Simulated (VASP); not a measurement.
# HfO2 (Fm-3m) in VASP: vibrations by perturbation theory with LDA

Aim: the vibrations by perturbation theory of HfO2 with LDA.

Program: VASP 6.6.1. These are calculated values, not measurements. Logs are shortened: lines on timing, memory, paths and dates and some standing lists are left out, and cuts for length are marked.

### 1 The cell of the first run

Symmetry: Fm-3m, No. 225, cubic system. The conventional cell has a = 5.001 Å, b = 5.001 Å, c = 5.001 Å, α = 90.00°, β = 90.00°, γ = 90.00°. Within 2.9 Å of Hf (site symmetry m-3m) lie 8 O at 2.17 Å. O (site symmetry -43m) has 4 Hf at 2.17 Å and 6 O at 2.50 Å within 2.9 Å.

### 2 Vibrations by perturbation theory, LDA

INCAR reads:

```
  ALGO = Normal
  EDIFF = 1E-8
  ENCUT = 520
  IBRION = 8
  ISIF = 2
  ISMEAR = 0
  LASPH = T
  LCHARG = T
  LEPSILON = T
  LREAL = F
  LWAVE = F
  NELM = 100
  NSW = 1
  PREC = Accurate
  SIGMA = 0.01
```

KPOINTS reads:

```
k-points
0
Gamma
  8 8 8
```

POSCAR reads:

```
HfO2
1.0
    0.0000000000      2.5004398054      2.5004398054
    2.5004398054      0.0000000000      2.5004398054
    2.5004398054      2.5004398054      0.0000000000
Hf O
1 2
Direct
    0.0000000000      0.0000000000      0.0000000000
    0.2500000000      0.2500000000      0.2500000000
    0.7500000000      0.7500000000      0.7500000000
```

Potentials or basis: VASP PAW LDA potentials, release 64 (Hf_pv, O).

Command:

```console
$ cat potpaw_LDA.64/Hf_pv/POTCAR potpaw_LDA.64/O/POTCAR > POTCAR
$ mpirun -np 1 vasp_std > vasp.out
```

OUTCAR:

```text
EDIFF = 1E-8
   ENCUT = 520
   IBRION = 8
   ISIF = 2
   ISMEAR = 0
   LASPH = T
   LEPSILON = T
   LREAL = F
   NELM = 100
   NSW = 1
   PREC = Accurate

 ion  position               nearest neighbor table
   1  0.000  0.000  0.000-   3 2.17   3 2.17   3 2.17   2 2.17   3 2.17   2 2.17   2 2.17   2 2.17

   2  0.250  0.250  0.250-   1 2.17   1 2.17   1 2.17   1 2.17
   3  0.750  0.750  0.750-   1 2.17   1 2.17   1 2.17   1 2.17

  LATTYP: Found a face centered cubic cell.
 ALAT       =     5.0008796108

  Lattice vectors:

 A1 = (   0.0000000000,   2.5004398054,   2.5004398054)
 A2 = (   2.5004398054,   0.0000000000,   2.5004398054)
 A3 = (   2.5004398054,   2.5004398054,   0.0000000000)

Analysis of symmetry for initial positions (statically):
=====================================================================
 Subroutine PRICEL returns:
 Original cell was already a primitive cell.

 Routine SETGRP: Setting up the symmetry group for a
 face centered cubic supercell.

 Subroutine GETGRP returns: Found 48 space group operations
 (whereof 48 operations were pure point group operations)
 out of a pool of 48 trial point group operations.

The static configuration has the point symmetry O_h .

Analysis of symmetry for dynamics (positions and initial velocities):
=====================================================================
 Subroutine PRICEL returns:
 Original cell was already a primitive cell.

 Routine SETGRP: Setting up the symmetry group for a
 face centered cubic supercell.

 Subroutine GETGRP returns: Found 48 space group operations
 (whereof 48 operations were pure point group operations)
 out of a pool of 48 trial point group operations.

The dynamic configuration has the point symmetry O_h .

 Subroutine INISYM returns: Found 48 space group operations
 (whereof 48 operations are pure point group operations),
 and found     1 'primitive' translations

----------------------------------------------------------------------------------------

                                     Primitive cell

  volume of cell :      31.2665

  direct lattice vectors                    reciprocal lattice vectors
     0.000000000  2.500439805  2.500439805    -0.199964822  0.199964822  0.199964822
     2.500439805  0.000000000  2.500439805     0.199964822 -0.199964822  0.199964822
     2.500439805  2.500439805  0.000000000     0.199964822  0.199964822 -0.199964822

  length of vectors
     3.536155885  3.536155885  3.536155885     0.346349231  0.346349231  0.346349231

  position of ions in fractional coordinates (direct lattice)
     0.000000000  0.000000000  0.000000000
     0.250000000  0.250000000  0.250000000
     0.750000000  0.750000000  0.750000000

  ion indices of the primitive-cell ions
   primitive index   ion index
                 1           1
                 2           2
                 3           3

----------------------------------------------------------------------------------------

 KPOINTS: k-points

Automatic generation of k-mesh.
 Grid dimensions read from file:
 generate k-points for:    8    8    8

 Generating k-lattice:

  Cartesian coordinates                     Fractional coordinates (reciprocal lattice)
    -0.024995603  0.024995603  0.024995603     0.125000000  0.000000000  0.000000000
     0.024995603 -0.024995603  0.024995603     0.000000000  0.125000000  0.000000000
     0.024995603  0.024995603 -0.024995603     0.000000000  0.000000000  0.125000000

  Length of vectors
     0.043293654  0.043293654  0.043293654

  Shift w.r.t. Gamma in fractional coordinates (k-lattice)
     0.000000000  0.000000000  0.000000000

 Subroutine IBZKPT returns following result:
 ===========================================

[... 553 lines left out ...]
 -----------------------------------------------------------------------------------
    total drift:                                0.000000      0.000000      0.000000

  FREE ENERGIE OF THE ION-ELECTRON SYSTEM (eV)
  ---------------------------------------------------
  free  energy   TOTEN  =       -33.0678953793 eV

  energy  without entropy=      -33.0678953793  energy(sigma->0) =      -33.06789538

 HEAD OF MICROSCOPIC STATIC DIELECTRIC TENSOR (INDEPENDENT PARTICLE, excluding Hartree and local field effects)
 ------------------------------------------------------
           5.546630     0.000000     0.000000
           0.000000     5.546630     0.000000
          -0.000000    -0.000000     5.546630
 ------------------------------------------------------

 Free energy of the ion-electron system (eV)
  ---------------------------------------------------
  ---------------------------------------------------
  free energy    TOTEN  =        -0.39154703 eV

  energy without entropy =       -0.39154703

------------------------ aborting loop because EDIFF is reached ----------------------------------------

--------------------------------------- Ionic step        2  -------------------------------------------

------------------------ aborting loop because EDIFF is reached ----------------------------------------

--------------------------------------- Ionic step        3  -------------------------------------------

------------------------ aborting loop because EDIFF is reached ----------------------------------------

 PIEZOELECTRIC TENSOR FIELD DIRECTION 3  (e Angst)
 -----------------------------------------------------------------------------
     0.00002  0.00000  0.00000           ( -0.00001  0.00000  0.00000)
     0.00000  0.00002  0.00000           (  0.00000 -0.00001 -0.00000)
     0.00000  0.00000 -0.00043           (  0.00000 -0.00000  0.00000)

 PIEZOELECTRIC TENSOR FIELD DIRECTION 3  (C/m^2)
 -----------------------------------------------------------------------------
     0.00001  0.00000  0.00000
     0.00000  0.00001  0.00000
     0.00000  0.00000 -0.00022

--------------------------------------- Ionic step        4  -------------------------------------------

------------------------ aborting loop because EDIFF is reached ----------------------------------------

[... ionic steps 5 to 6 ...]

--------------------------------------- Ionic step        7  -------------------------------------------

 Free energy of the ion-electron system (eV)
  ---------------------------------------------------
  ---------------------------------------------------
  free energy    TOTEN  =        -0.36085977 eV

  energy without entropy =       -0.36085977

------------------------ aborting loop because EDIFF is reached ----------------------------------------

 INTERNAL STRAIN TENSOR  FOR ION    2  DIRECTION 1   (eV/Angst):
 -----------------------------------------------------------------------------
    -0.00143  0.00000  0.00000
     0.00000  0.00073 -8.18590
     0.00000 -8.18590  0.00073

 MACROSCOPIC STATIC DIELECTRIC TENSOR (including local field effects in DFT)
 ------------------------------------------------------
           5.340927     0.000000    -0.000000
           0.000000     5.340927     0.000000
          -0.000000     0.000000     5.340927
 ------------------------------------------------------

 PIEZOELECTRIC TENSOR (including local field effects)  for field in x, y, z        (e  Angst)
          XX          YY          ZZ          XY          YZ          ZX
  --------------------------------------------------------------------------------
  x     0.00000     0.00000     0.00000     0.00000     0.00000     0.00000
  y     0.00000     0.00000     0.00000     0.00000     0.00000     0.00000
  z     0.00000     0.00000     0.00000     0.00000     0.00000     0.00000

 PIEZOELECTRIC TENSOR (including local field effects)  for field in x, y, z        (C/m^2)
          XX          YY          ZZ          XY          YZ          ZX
  --------------------------------------------------------------------------------
  x     0.00000     0.00000     0.00000     0.00000     0.00000     0.00000
  y     0.00000     0.00000     0.00000     0.00000     0.00000     0.00000
  z     0.00000     0.00000     0.00000     0.00000     0.00000     0.00000

 BORN EFFECTIVE CHARGES (including local field effects) (in |e|, cummulative output)
 ---------------------------------------------------------------------------------
 ion    1
    1     5.55009     0.00000     0.00000
    2     0.00000     5.55009     0.00000
    3     0.00000     0.00000     5.55009
 ion    2
    1    -2.77504     0.00000     0.00000
    2     0.00000    -2.77504     0.00000
    3     0.00000     0.00000    -2.77504
 ion    3
    1    -2.77504     0.00000     0.00000
    2     0.00000    -2.77504     0.00000
    3     0.00000     0.00000    -2.77504

 INTERNAL STRAIN TENSOR FOR ION    3 for displacements in x,y,z  (eV/Angst):
          X           Y           Z          XY          YZ          ZX
  --------------------------------------------------------------------------------
  x     0.00000     0.00000     0.00000     0.00000     8.18590     0.00000
  y    -0.00000     0.00000    -0.00000     0.00000     0.00000     8.18590
  z     0.00000     0.00000     0.00000     8.18590     0.00000     0.00000

 SECOND DERIVATIVES (NOT SYMMETRIZED)
 ------------------------------------
               1X          1Y          1Z          2X          2Y          2Z          3X          3Y          3Z
  1X    -6.113655    0.000000    0.000000    3.056828    0.000000    0.000000    3.056828    0.000000    0.000000
  1Y     0.000000   -6.113655    0.000000    0.000000    3.056828    0.000000    0.000000    3.056828    0.000000
  1Z     0.000000    0.000000   -6.113655    0.000000    0.000000    3.056828    0.000000    0.000000    3.056828
  2X     3.051353    0.000000    0.000000  -11.933333    0.000000    0.000000    8.881980    0.000000    0.000000
  2Y     0.000000    3.051353    0.000000    0.000000  -11.933333    0.000000    0.000000    8.881980    0.000000
  2Z     0.000000    0.000000    3.051353    0.000000    0.000000  -11.933333    0.000000    0.000000    8.881980
  3X     3.051353    0.000000    0.000000    8.881980    0.000000    0.000000  -11.933333    0.000000    0.000000
  3Y     0.000000    3.051353    0.000000    0.000000    8.881980    0.000000    0.000000  -11.933333    0.000000
  3Z     0.000000    0.000000    3.051353    0.000000    0.000000    8.881980    0.000000    0.000000  -11.933333

 Eigenvectors and eigenvalues of the dynamical matrix
 ----------------------------------------------------

   1 f  =   17.831267 THz   112.037155 2PiTHz  594.787048 cm-1    73.744162 meV
             X         Y         Z           dx          dy          dz
      0.000000  0.000000  0.000000     0.000000   -0.000000    0.000000
      1.250220  1.250220  1.250220    -0.689353    0.157456    0.000000
      3.750660  3.750660  3.750660     0.689353   -0.157456   -0.000000
[... 43 lines left out ...]
   9 f/i=    0.002388 THz     0.015002 2PiTHz    0.079642 cm-1     0.009874 meV
             X         Y         Z           dx          dy          dz
      0.000000  0.000000  0.000000     0.563114    0.728409    0.008086
      1.250220  1.250220  1.250220     0.168748    0.218282    0.002423
      3.750660  3.750660  3.750660     0.168748    0.218282    0.002423

--------------------------------------------------------------------------------------------------------

 MACROSCOPIC STATIC DIELECTRIC TENSOR IONIC CONTRIBUTION
 ------------------------------------------------------
          29.177275     0.000000    -0.000000
           0.000000    29.177275     0.000000
          -0.000000     0.000000    29.177275
 ------------------------------------------------------

 ELASTIC MODULI CONTR FROM IONIC RELAXATION (kBar)
 Direction    XX          YY          ZZ          XY          YZ          ZX
 --------------------------------------------------------------------------------
 XX          -0.0000     -0.0000     -0.0000     -0.0000     -0.0000      0.0000
 YY          -0.0000     -0.0000     -0.0000     -0.0000     -0.0000      0.0000
 ZZ          -0.0000     -0.0000     -0.0000      0.0000     -0.0000      0.0000
 XY          -0.0000     -0.0000      0.0000   -329.9223      0.0000     -0.0000
 YZ          -0.0000     -0.0000     -0.0000      0.0000   -329.9223      0.0000
 ZX           0.0000      0.0000      0.0000     -0.0000      0.0000   -329.9223
 --------------------------------------------------------------------------------

 PIEZOELECTRIC TENSOR IONIC CONTR  for field in x, y, z        (C/m^2)
          XX          YY          ZZ          XY          YZ          ZX
  --------------------------------------------------------------------------------
  x    -0.00000    -0.00000    -0.00000    -0.00000    -0.00000     0.00000
  y    -0.00000     0.00000     0.00000    -0.00000     0.00000    -0.00000
  z    -0.00000     0.00000     0.00000    -0.00000     0.00000     0.00000
```

Wall time 5.3 min (1 thread of Intel Xeon 8259CL, shared host); peak memory 0.28 GiB.

Results:

| Quantity | Value |
| --- | --- |
| Electronic dielectric tensor (diagonal) | 5.34 |
| Born charges (mean of the diagonal) | Hf +5.55; O -2.78 e |
| Highest phonon frequency at Γ, LO-TO splitting left out | 595 cm⁻¹ |

Phonon frequencies in cm⁻¹ (negative: imaginary):
```tsv
q point	frequencies
(0.000, 0.000, 0.000)	0 0 0 247 247 247 595 595 595
```

Electronic dielectric tensor:
```
5.34 0.00 0.00
0.00 5.34 0.00
0.00 0.00 5.34
```

Born effective charge tensors (e):
atom 1, Hf
```
5.55 0.00 0.00
0.00 5.55 0.00
0.00 0.00 5.55
```
atom 2, O
```
-2.78  0.00  0.00
 0.00 -2.78  0.00
 0.00  0.00 -2.78
```
atom 3, O
```
-2.78  0.00  0.00
 0.00 -2.78  0.00
 0.00  0.00 -2.78
```

Caveat: the cell stands under pressure or tension, which shifts response properties; spin-orbit coupling is left out, which moves the levels of the heavy elements.
